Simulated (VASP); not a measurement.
Wanted: the native input for a VASP 6.6.1 run.

| Item | Value |
| --- | --- |
| Task | relaxation of cell and atoms |
| Functional | LDA |
| Potentials or basis | VASP PAW LDA potentials, release 64 (Al, As) |
| Cutoff | 500 eV |
| k mesh | 8 × 8 × 8 |
| Occupations | gaussian, width 0.02 eV |
| Spin | no spin polarisation |
| Dipole correction | no |
| Further INCAR settings | ALGO = Normal; EDIFF = 1e-07; IBRION = 2; EDIFFG = -0.002; NSW = 100; ISIF = 3 |

The structure of AlAs (lda) lies in POSCAR:

```
AlAs
1.0
    0.0000000000      2.8305000000      2.8305000000
    2.8305000000      0.0000000000      2.8305000000
    2.8305000000      2.8305000000      0.0000000000
Al As
1 1
Direct
    0.0000000000      0.0000000000      0.0000000000
    0.2500000000      0.2500000000      0.2500000000
```

These files were run (other wordings do the same):

INCAR

```
SYSTEM = AlAs
ALGO     = Normal         ! electronic algorithm
EDIFF    = 1E-7           ! SCF threshold, eV
EDIFFG   = -0.002         ! ionic threshold
ENCUT    = 500            ! plane-wave cutoff, eV
GGA_COMPAT= .FALSE.      
IBRION   = 2              ! ionic algorithm
ISIF     = 3              ! what is computed and relaxed
ISMEAR   = 0              ! smearing method
LASPH    = .TRUE.         ! aspherical terms in the spheres
LCHARG   = .FALSE.        ! write CHGCAR
LREAL    = .FALSE.        ! projectors in reciprocal space
LWAVE    = .FALSE.        ! write WAVECAR
NELM     = 120            ! most SCF steps
NELMIN   = 4            
NSW      = 100            ! ionic steps
PREC     = Accurate       ! precision mode
SIGMA    = 0.02           ! smearing width, eV
```

KPOINTS

```
k-points
0
G
  8 8 8
  0 0 0
```

Potentials or basis: VASP PAW LDA potentials, release 64 (Al, As).

The run is started by

```sh
$ cat potpaw_LDA.64/Al/POTCAR potpaw_LDA.64/As/POTCAR > POTCAR
$ mpirun -np 1 vasp_std > vasp.out
```

Results of the run:

* Relaxed volume: 22.40 Å³/atom
* Relaxed cell: a = 3.986 Å, b = 3.986 Å, c = 3.986 Å, α = 60.00°, β = 60.00°, γ = 60.00°
* Space group after relaxing (to 0.05 Å): F-43m (No. 216)
* Energy gained by relaxing: 0.8 meV/atom
* Ionic steps: 3
* Pressure after relaxing: 0.0 GPa
* Band gap on the k mesh: 1.32 eV, indirect (least direct gap 1.98 eV)

It took 12 s on 1 thread of Intel(R) Xeon(R) Platinum 8559C (Emerald Rapids) (shared host), peak memory 0.15 GiB.
